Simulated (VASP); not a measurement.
# ScSb2N3 (R-3m) in VASP: further runs

The runs below take ScSb2N3 through single point, with PBE.

All numbers are computed with VASP 6.6.1; they aren't measurements. Logs are shortened: lines on timing, memory, paths and dates and some standing lists are left out, and cuts for length are marked.

## 1. The cell of the first run

It takes space group R-3m (No. 166, trigonal). Conventional cell: a = 5.921 Å, b = 5.921 Å, c = 9.219 Å, α = 90.00°, β = 90.00°, γ = 120.00°. Sc (site symmetry -3m) has 6 N at 2.30 Å and 2 Sb at 2.80 Å within 3.0 Å. Within 2.8 Å of Sb (site symmetry 3m) lie 3 N at 2.12 Å and 1 Sc at 2.80 Å. N (site symmetry 2/m) has 2 Sb at 2.12 Å and 2 Sc at 2.30 Å within 2.8 Å.

The cell was generated, and may not be a known phase.

## 2. Single point, PBE

Contents of INCAR:

```
  ALGO = Normal
  EDIFF = 1E-6
  ENCUT = 700
  GGA = PE
  GGA_COMPAT = F
  ISIF = 2
  ISMEAR = 0
  LASPH = T
  LCHARG = F
  LREAL = F
  LWAVE = F
  NBANDS = 37
  NELM = 120
  PREC = Accurate
  SIGMA = 0.1
```

Contents of KPOINTS:

```
k-points
0
Gamma
  6 6 6
```

Contents of POSCAR:

```
ScSb2N3
1.0
    2.9605637195      1.7092822604      3.0731616564
   -2.9605637195      1.7092822604      3.0731616564
    0.0000000000     -3.4185645208      3.0731616564
Sc Sb N
1 2 3
Direct
    0.0000000000      0.0000000000      0.0000000000
    0.6965089937      0.6965089937      0.6965089937
    0.3034910063      0.3034910063      0.3034910063
    0.0000000000      0.0000000000      0.5000000000
    0.5000000000      0.0000000000      0.0000000000
    0.0000000000      0.5000000000      0.0000000000
```

Potentials or basis: VASP PAW PBE potentials, release 64 (Sc_sv, Sb_d_GW, N).

Started as:

```console
$ cat potpaw_PBE.64/Sc_sv/POTCAR potpaw_PBE.64/Sb_d_GW/POTCAR potpaw_PBE.64/N/POTCAR > POTCAR
$ mpirun -np 1 vasp_std > vasp.out
```

OUTCAR:

```text
EDIFF = 1E-6
   ENCUT = 700
   GGA = PE
   ISIF = 2
   ISMEAR = 0
   LASPH = T
   LREAL = F
   NELM = 120
   PREC = Accurate

 ion  position               nearest neighbor table
   1  0.000  0.000  0.000-   4 2.30   4 2.30   6 2.30   5 2.30   6 2.30   5 2.30   2 2.80   3 2.80

   2  0.697  0.697  0.697-   4 2.12   5 2.12   6 2.12   1 2.80
   3  0.303  0.303  0.303-   4 2.12   5 2.12   6 2.12   1 2.80
   4  0.000  0.000  0.500-   2 2.12   3 2.12   1 2.30   1 2.30
   5  0.500  0.000  0.000-   2 2.12   3 2.12   1 2.30   1 2.30
   6  0.000  0.500  0.000-   2 2.12   3 2.12   1 2.30   1 2.30

  LATTYP: Found a trigonal (rhomboedric) cell.
 ALAT       =     4.5968365154
 COS(alpha) =     0.1704153567

  Lattice vectors:

 A1 = (   2.9605637195,   1.7092822604,   3.0731616564)
 A2 = (  -2.9605637195,   1.7092822604,   3.0731616564)
 A3 = (   0.0000000000,  -3.4185645208,   3.0731616564)

Analysis of symmetry for initial positions (statically):
=====================================================================
 Subroutine PRICEL returns:
 Original cell was already a primitive cell.

 Routine SETGRP: Setting up the symmetry group for a
 trigonal (rhombohedral) supercell.

 Subroutine GETGRP returns: Found 12 space group operations
 (whereof 12 operations were pure point group operations)
 out of a pool of 12 trial point group operations.

The static configuration has the point symmetry D_3d.

Analysis of symmetry for dynamics (positions and initial velocities):
=====================================================================
 Subroutine PRICEL returns:
 Original cell was already a primitive cell.

 Routine SETGRP: Setting up the symmetry group for a
 trigonal (rhombohedral) supercell.

 Subroutine GETGRP returns: Found 12 space group operations
 (whereof 12 operations were pure point group operations)
 out of a pool of 12 trial point group operations.

The dynamic configuration has the point symmetry D_3d.

 Subroutine INISYM returns: Found 12 space group operations
 (whereof 12 operations are pure point group operations),
 and found     1 'primitive' translations

----------------------------------------------------------------------------------------

                                     Primitive cell

  volume of cell :      93.3093

  direct lattice vectors                    reciprocal lattice vectors
     2.960563720  1.709282260  3.073161656     0.168886755  0.097506814  0.108465929
    -2.960563720  1.709282260  3.073161656    -0.168886755  0.097506814  0.108465929
     0.000000000 -3.418564521  3.073161656     0.000000000 -0.195013627  0.108465929

  length of vectors
     4.596836515  4.596836515  4.596836515     0.223148319  0.223148319  0.223148319

  position of ions in fractional coordinates (direct lattice)
     0.000000000  0.000000000  0.000000000
     0.696508994  0.696508994  0.696508994
     0.303491006  0.303491006  0.303491006
     0.000000000  0.000000000  0.500000000
     0.500000000  0.000000000  0.000000000
     0.000000000  0.500000000  0.000000000

  ion indices of the primitive-cell ions
   primitive index   ion index
                 1           1
                 2           2
                 3           3
                 4           4
                 5           5
                 6           6

----------------------------------------------------------------------------------------

 KPOINTS: k-points

Automatic generation of k-mesh.
 Grid dimensions read from file:
 generate k-points for:    6    6    6

 Generating k-lattice:

  Cartesian coordinates                     Fractional coordinates (reciprocal lattice)
     0.028147793  0.016251136  0.018077655     0.166666667  0.000000000  0.000000000
    -0.028147793  0.016251136  0.018077655     0.000000000  0.166666667  0.000000000
     0.000000000 -0.032502271  0.018077655     0.000000000  0.000000000  0.166666667

  Length of vectors
     0.037191387  0.037191387  0.037191387

  Shift w.r.t. Gamma in fractional coordinates (k-lattice)
     0.000000000  0.000000000  0.000000000

 Subroutine IBZKPT returns following result:
 ===========================================

 Found     32 irreducible k-points:

 Following reciprocal coordinates:
            Coordinates               Weight
  0.000000  0.000000  0.000000      1.000000
  0.166667 -0.000000  0.000000      6.000000
  0.333333  0.000000  0.000000      6.000000
  0.500000  0.000000  0.000000      3.000000
  0.166667  0.166667  0.000000      6.000000
  0.333333  0.166667  0.000000     12.000000
[... 16 lines left out ...]
  0.500000  0.500000  0.166667      6.000000
 -0.333333  0.500000  0.166667     12.000000
 [... further k-points ...]
   k-points           NKPTS =     32   k-points in BZ     NKDIM =     32   number of bands    NBANDS=     37
   number of dos      NEDOS =    301   number of ions     NIONS =      6
   total plane-waves  NPLWV =  64000
   dimension x,y,z NGX =    40 NGY =   40 NGZ =   40
   dimension x,y,z NGXF=    80 NGYF=   80 NGZF=   80
   ions per type =               1   2   3
   NGX,Y,Z   is equivalent  to a cutoff of  14.47, 14.47, 14.47 a.u.
   NGXF,Y,Z  is equivalent  to a cutoff of  28.93, 28.93, 28.93 a.u.
 SYSTEM =  unknown system
   PREC   = accura    normal or accurate (medium, high low for compatibility)
   ISTART =      0    job   : 0-new  1-cont  2-samecut
   ICHARG =      2    charge: 1-file 2-atom 10-const
   ISPIN  =      1    spin polarized calculation?
   LNONCOLLINEAR =      F non collinear calculations
   LSORBIT =      F    spin-orbit coupling
   LASPH  =      T    aspherical Exc in radial PAW
   ENCUT  =  700.0 eV  51.45 Ry    7.17 a.u.   9.92  9.92  9.92*2*pi/ulx,y,z
   NELM   =    120;   NELMIN=  2; NELMDL= -5     # of ELM steps
   EDIFF  = 0.1E-05   stopping-criterion for ELM
   LREAL  =      F    real-space projection
   EDIFFG = 0.1E-04   stopping-criterion for IOM
   NSW    =      0    number of steps for IOM
   IBRION =     -1    ionic relax: 0-MD 1-quasi-New 2-CG
   NFREE  =      0    steps in history (QN), initial steepest desc. (CG)
   ISIF   =      2    stress and relaxation
   ISYM   =      2    0-nonsym 1-usesym 2-fastsym
   POTIM  = 0.5000    time-step for ionic-motion
   TEBEG  =    0.0;   TEEND  =   0.0 temperature during run
   PSTRESS=    0.0 pullay stress
   NELECT =      56.0000    total number of electrons
   NUPDOWN=      -1.0000    fix difference up-down
   EMIN   =  10.00;   EMAX   =-10.00  energy-range for DOS
   EFERMI =   0.00;   METHOD = LEGACY
   ISMEAR =     0;   SIGMA  =   0.10  broadening in eV -4-tet -1-fermi 0-gaus
   EFERMI_NEDOS =   21; number of points for ismear=-14 and -15
   IALGO  =     38    algorithm
   IMIX   =      4    mixing-type and parameters
     AMIX     =   0.40;   BMIX     =  1.00
     AMIX_MAG =   1.60;   BMIX_MAG =  1.00
  volume/ion in A,a.u.               =      15.55       104.95
  Fermi-wavevector in a.u.,A,eV,Ry     =   1.380901  2.609525 25.944782  1.906888
  Thomas-Fermi vector in A             =   2.505735
   LORBIT       =      0    0 simple, 1 ext, 2 COOP (PROOUT), +10 PAW based schemes
   GGA     = PE    functional components
   LHFCALC =     F    Hartree Fock is set to
   AEXX    =    0.0000 exact exchange contribution
   IVDW    =     0    specifies the selected vdW correction
   LEPSILON=     F    determine dielectric tensor
   LRPA    =     F    only Hartree local field effects (RPA)
 non-spin polarized calculation
 Gauss-broadening in eV      SIGMA  =   0.10
  energy-cutoff  :      700.00
  volume of cell :       93.31
 maximum number of plane-waves:      3949
   NGX = 19   NGY = 19   NGZ = 19

 number of electron      55.9999995 magnetization

 Free energy of the ion-electron system (eV)
  ---------------------------------------------------
  ext. energy  EPLUGINS =         0.00000000
  ---------------------------------------------------
  free energy    TOTEN  =       -39.53523484 eV

  energy without entropy =      -39.53361699  energy(sigma->0) =      -39.53442591

 E-fermi :   5.5593     XC(G=0): -10.8901

 val. band max:        5.5406952402   @ k =   0.0000   0.0000   0.0000
 cond. band min:       5.5619184619   @ k =   0.3333   0.3333   0.3333
 fundamental gap:      0.0212232217
 Fermi energy:         5.5593465423

 k-point     1 :       0.0000    0.0000    0.0000
  band No.  band energies     occupation
      1     -43.5822      2.00000
      2     -23.9085      2.00000
      3     -23.9085      2.00000
      4     -23.8804      2.00000
      5     -23.8804      2.00000
      6     -23.8370      2.00000
[... 29 lines left out ...]
     36       9.4553      0.00000
     37      11.4975      0.00000

 k-point     2 :       0.1667   -0.0000    0.0000
  band No.  band energies     occupation
      1     -43.5821      2.00000
      2     -23.9082      2.00000
      3     -23.9081      2.00000
      4     -23.8821      2.00000
      5     -23.8815      2.00000
      6     -23.8371      2.00000
[... 29 lines left out ...]
     36       9.8651      0.00000
     37      11.1941      0.00000

 k-point     3 :       0.3333    0.0000    0.0000
  band No.  band energies     occupation
      1     -43.5819      2.00000
      2     -23.9068      2.00000
      3     -23.9058      2.00000
      4     -23.8875      2.00000
      5     -23.8843      2.00000
      6     -23.8433      2.00000
[... 29 lines left out ...]
     36      10.4377      0.00000
     37      10.4979      0.00000

 k-point     4 :       0.5000    0.0000    0.0000
  band No.  band energies     occupation
      1     -43.5818      2.00000
      2     -23.9060      2.00000
      3     -23.9028      2.00000
      4     -23.8920      2.00000
      5     -23.8860      2.00000
      6     -23.8454      2.00000
[... 29 lines left out ...]
     36      10.0926      0.00000
     37      10.6507      0.00000
[... 683 lines left out ...]
      1     -43.5817      2.00000
      2     -23.9135      2.00000
      3     -23.9028      2.00000
      4     -23.8910      2.00000
      5     -23.8775      2.00000
      6     -23.8410      2.00000
[... 29 lines left out ...]
     36      10.4221      0.00000
     37      10.9661      0.00000

 k-point    23 :       0.5000    0.5000    0.1667
  band No.  band energies     occupation
      1     -43.5814      2.00000
      2     -23.9156      2.00000
      3     -23.9067      2.00000
      4     -23.8877      2.00000
      5     -23.8770      2.00000
      6     -23.8328      2.00000
[... 29 lines left out ...]
     36      10.5287      0.00000
     37      12.2554      0.00000

 k-point    24 :      -0.3333    0.5000    0.1667
  band No.  band energies     occupation
      1     -43.5815      2.00000
      2     -23.9152      2.00000
      3     -23.9075      2.00000
      4     -23.8867      2.00000
      5     -23.8769      2.00000
      6     -23.8388      2.00000
[... 29 lines left out ...]
     36      10.4751      0.00000
     37      11.8003      0.00000

 [... further k-points ...]
[... 5 lines left out ...]
  --------------------------------------------------------------------------------------
  -------------------------------------------------------------------------------------
  Total        0.3355917      0.3355917      0.0878412      0.0000000      0.0000000     -0.0000000
  in kB        5.7623139      5.7623139      1.5082867      0.0000000      0.0000000     -0.0000000
  external PRESSURE =       4.3443048 kB  Pullay stress =       0.0000000 kB

 VOLUME and BASIS-vectors are now :
 -----------------------------------------------------------------------------
  energy-cutoff  :      700.00
  volume of cell :       93.31
      direct lattice vectors                 reciprocal lattice vectors
     2.960563720  1.709282260  3.073161656     0.168886755  0.097506814  0.108465929
    -2.960563720  1.709282260  3.073161656    -0.168886755  0.097506814  0.108465929
     0.000000000 -3.418564521  3.073161656     0.000000000 -0.195013627  0.108465929

 POSITION                                       TOTAL-FORCE (eV/Angst)
 -----------------------------------------------------------------------------------
      0.00000      0.00000      0.00000         0.000000     -0.000000     -0.000000
      0.00000      0.00000      6.42145         0.000000      0.000000     -0.035571
      0.00000      0.00000      2.79803         0.000000     -0.000000      0.035571
      0.00000     -1.70928      1.53658        -0.000000     -0.000000     -0.000000
      1.48028      0.85464      1.53658         0.000000     -0.000000     -0.000000
     -1.48028      0.85464      1.53658         0.000000     -0.000000     -0.000000
 -----------------------------------------------------------------------------------
    total drift:                               -0.000000     -0.000000      0.000000

  FREE ENERGIE OF THE ION-ELECTRON SYSTEM (eV)
  ---------------------------------------------------
  free  energy   TOTEN  =       -39.5352348395 eV

  energy  without entropy=      -39.5336169879  energy(sigma->0) =      -39.53442591
```

Wall time 2.3 min (1 thread of Intel Xeon 6975P-C (Granite Rapids), shared host); peak memory 0.35 GiB.

Results:

```yaml
Free_energy: -39.5352 eV
Pressure: 0.4 GPa
Largest_force: 0.036 eV/Å
Band_gap_on_the_k_mesh: zero (bands 28 and 29 overlap by 0.59 eV)
```

Forces in eV/Å, atoms in the order of the input:
```
Sc   0.000  0.000  0.000
Sb   0.000  0.000 -0.036
Sb   0.000  0.000  0.036
N    0.000  0.000  0.000
N    0.000  0.000  0.000
N    0.000  0.000  0.000
```

Stress tensor (GPa, compression positive):
```
0.58 0.00 0.00
0.00 0.58 0.00
0.00 0.00 0.15
```

Caveat: spin-orbit coupling is left out, which moves the levels of the heavy elements.

## 3. Single point, PBE

Contents of INCAR:

```
PREC = Accurate ; ENCUT = 700
EDIFF = 1E-6 ; ISMEAR = 0
SIGMA = 0.1 ; LREAL = F
LASPH = T ; NELM = 120
ALGO = Normal ; ISIF = 2
LWAVE = F ; LCHARG = F
GGA = PE ; NBANDS = 37
GGA_COMPAT = F
```

Contents of KPOINTS:

```
regular mesh
0
Gamma
  12 12 12
```

Contents of POSCAR:

```
ScSb2N3
1.0
    2.9631139132      1.7107546154      3.0701062918
   -2.9631139132      1.7107546154      3.0701062918
    0.0000000000     -3.4215092308      3.0701062918
Sc Sb N
1 2 3
Direct
    0.0000000000      0.0000000000      0.0000000000
    0.6962348054      0.6962348054      0.6962348054
    0.3037651946      0.3037651946      0.3037651946
    0.0000000000      0.0000000000      0.5000000000
    0.5000000000      0.0000000000      0.0000000000
    0.0000000000      0.5000000000      0.0000000000
```

Potentials or basis: VASP PAW PBE potentials, release 64 (Sc_sv, Sb_d_GW, N).

Started as:

```console
$ cat potpaw_PBE.64/Sc_sv/POTCAR potpaw_PBE.64/Sb_d_GW/POTCAR potpaw_PBE.64/N/POTCAR > POTCAR
$ mpirun -np 1 vasp_std > vasp.out
```

OUTCAR:

```text
PREC = Accurate
   ENCUT = 700
   EDIFF = 1E-6
   ISMEAR = 0
   LREAL = F
   LASPH = T
   NELM = 120
   ISIF = 2
   GGA = PE

 ion  position               nearest neighbor table
   1  0.000  0.000  0.000-   4 2.30   4 2.30   6 2.30   5 2.30   6 2.30   5 2.30   2 2.80   3 2.80

   2  0.696  0.696  0.696-   4 2.13   5 2.13   6 2.13   1 2.80
   3  0.304  0.304  0.304-   4 2.13   5 2.13   6 2.13   1 2.80
   4  0.000  0.000  0.500-   2 2.13   3 2.13   1 2.30   1 2.30
   5  0.500  0.000  0.000-   2 2.13   3 2.13   1 2.30   1 2.30
   6  0.000  0.500  0.000-   2 2.13   3 2.13   1 2.30   1 2.30

  LATTYP: Found a trigonal (rhomboedric) cell.
 ALAT       =     4.5969857580
 COS(alpha) =     0.1690395103

  Lattice vectors:

 A1 = (   2.9631139132,   1.7107546154,   3.0701062918)
 A2 = (  -2.9631139132,   1.7107546154,   3.0701062918)
 A3 = (   0.0000000000,  -3.4215092308,   3.0701062918)

Analysis of symmetry for initial positions (statically):
=====================================================================
 Subroutine PRICEL returns:
 Original cell was already a primitive cell.
[... 174 lines left out ...]
  free energy    TOTEN  =       -39.53462986 eV

  energy without entropy =      -39.53243851  energy(sigma->0) =      -39.53353418

 E-fermi :   5.5358     XC(G=0): -10.8881

 val. band max:        5.5283022931   @ k =   0.4167   0.3333   0.3333
 cond. band min:       5.5369093089   @ k =   0.0833   0.0000  -0.0000
 fundamental gap:      0.0086070158
 Fermi energy:         5.5357645186

 k-point     1 :       0.0000    0.0000    0.0000
  band No.  band energies     occupation
      1     -43.5874      2.00000
      2     -23.9152      2.00000
      3     -23.9152      2.00000
      4     -23.8872      2.00000
      5     -23.8872      2.00000
      6     -23.8454      2.00000
[... 949 lines left out ...]
     36       9.9228      0.00000
     37      10.9695      0.00000

 [... further k-points ...]
[... 5 lines left out ...]
  --------------------------------------------------------------------------------------
  -------------------------------------------------------------------------------------
  Total        0.1114876      0.1114876      0.2314233      0.0000000      0.0000000     -0.0000000
  in kB        1.9129183      1.9129183      3.9707895      0.0000000      0.0000000     -0.0000000
  external PRESSURE =       2.5988754 kB  Pullay stress =       0.0000000 kB

 VOLUME and BASIS-vectors are now :
 -----------------------------------------------------------------------------
  energy-cutoff  :      700.00
  volume of cell :       93.38
      direct lattice vectors                 reciprocal lattice vectors
     2.963113913  1.710754615  3.070106292     0.168741403  0.097422895  0.108573874
    -2.963113913  1.710754615  3.070106292    -0.168741403  0.097422895  0.108573874
     0.000000000 -3.421509231  3.070106292     0.000000000 -0.194845789  0.108573874

 POSITION                                       TOTAL-FORCE (eV/Angst)
 -----------------------------------------------------------------------------------
      0.00000      0.00000      0.00000        -0.000000     -0.000000     -0.000000
      0.00000      0.00000      6.41254        -0.000000     -0.000000     -0.042940
      0.00000      0.00000      2.79777        -0.000000     -0.000000      0.042940
      0.00000     -1.71075      1.53505         0.000000      0.000000      0.000000
      1.48156      0.85538      1.53505        -0.000000     -0.000000      0.000000
     -1.48156      0.85538      1.53505         0.000000     -0.000000     -0.000000
 -----------------------------------------------------------------------------------
    total drift:                               -0.000000      0.000000     -0.000000

  FREE ENERGIE OF THE ION-ELECTRON SYSTEM (eV)
  ---------------------------------------------------
  free  energy   TOTEN  =       -39.5346298583 eV

  energy  without entropy=      -39.5324385099  energy(sigma->0) =      -39.53353418
```

stdout:

```text
POSCAR found type information on POSCAR ScSbN
 POSCAR found :  3 types and       6 ions
 scaLAPACK will be used
 LDA part: xc-table for (Slater+PW92), standard interpolation
 POSCAR, INCAR and KPOINTS ok, starting setup
 FFT: planning ... GRIDC
 FFT: planning ... GRID_SOFT
 FFT: planning ... GRID
 WAVECAR not read
 entering main loop
```

It took 16 min on 1 thread of Intel Xeon Platinum 8559C (Emerald Rapids), shared host; peak memory 1 GiB.

Results:

* Free energy: -39.5346 eV
* Pressure: 0.3 GPa
* Largest force: 0.043 eV/Å
* Band gap on the k mesh: zero (bands 28 and 29 overlap by 0.58 eV)

Forces on the atoms (eV/Å):
```
Sc   0.000  0.000  0.000
Sb   0.000  0.000 -0.043
Sb   0.000  0.000  0.043
N    0.000  0.000  0.000
N    0.000  0.000  0.000
N    0.000  0.000  0.000
```

Stress tensor (GPa, compression positive):
```
0.19 0.00 0.00
0.00 0.19 0.00
0.00 0.00 0.40
```

Caveat: spin-orbit coupling is left out, which moves the levels of the heavy elements.

The gap in the log of VASP goes by the Fermi energy; the results here count the filled bands.